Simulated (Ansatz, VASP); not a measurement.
Two plane-wave programs on SiC

The input POSCAR:

```
SiC
1.0
    3.1373352533      0.0000000000      0.0000000000
   -1.5686676266      2.7170120295      0.0000000000
    0.0000000000      0.0000000000      4.9327190645
Si C
2 2
Direct
    0.3333333333      0.6666666667      0.2500000000
    0.6666666667      0.3333333333      0.7500000000
    0.6666666667      0.3333333333      0.2500000000
    0.3333333333      0.6666666667      0.7500000000
```

The input INCAR.step1:

```
  ALGO = Normal
  EDIFF = 1E-5
  ENCUT = 520
  GGA = PE
  ISIF = 2
  ISMEAR = -1
  LASPH = T
  LCHARG = F
  LREAL = F
  LWAVE = T
  NBANDS = 16
  NELM = 60
  PREC = Accurate
  SIGMA = 0.02
```

INCAR.step2

```
  ALGO = Normal
  EDIFF = 1E-6
  ENCUT = 520
  GGA = PE
  HFSCREEN = 0.2079
  ISIF = 2
  ISMEAR = -1
  ISTART = 1
  LASPH = T
  LCHARG = F
  LHFCALC = T
  LREAL = F
  LWAVE = F
  NBANDS = 16
  NELM = 60
  PREC = Accurate
  PRECFOCK = Normal
  SIGMA = 0.02
```

Contents of KPOINTS:

```
k-points
0
Gamma
  5 5 5
```

Input for Ansatz:

```yaml
crystal:
  lattice:
    - [3.1373352533, 0.0, 0.0]
    - [-1.5686676266, 2.7170120295, 0.0]
    - [0.0, 0.0, 4.9327190645]
  atoms:
    - { symbol: Si, position: [0.3333333333, 0.6666666667, 0.25] }
    - { symbol: Si, position: [0.6666666667, 0.3333333333, 0.75] }
    - { symbol: C, position: [0.6666666667, 0.3333333333, 0.25] }
    - { symbol: C, position: [0.3333333333, 0.6666666667, 0.75] }
kpoints:
  mp_grid: { grid: [5, 5, 5] }
hamiltonian:
  xc: hse06
scf:
  occupations: { method: fermi_dirac, width: 0.02 }
  n_extra_bands: 5
output:
  forces: true
  stress: true
  eigenvalues: true
```

Alike in both runs: task single point; functional HSE06; k mesh 5 × 5 × 5; occupations fermi-dirac, width 0.02 eV; no spin polarisation.

|  | VASP | Ansatz |
| --- | --- | --- |
| version | VASP 6.6.1 | Ansatz 0.2.0 |
| potentials or method | VASP PAW PBE potentials, release 64 (Si, C) | plane waves |
| plane-wave cutoff (eV) | 520 | 420 |
| valence electrons in the cell | 16 | 16 |

```tsv
	VASP	Ansatz	Ansatz less VASP
gap on the k mesh at the Fermi level (eV)	0.76	0.77	+0.009
pressure (GPa)	-1.6	-1.2	+0.40
traceless stress, the component that is largest in VASP (GPa)	0.22	-0.24	-0.459
```

The functional is the same, so the differences come from potentials, cutoffs and numerics. Ansatz's warnings: stress exchange threshold loose, stress scf threshold loose.

The k mesh is coarse, so the values compare programs but aren't converged.
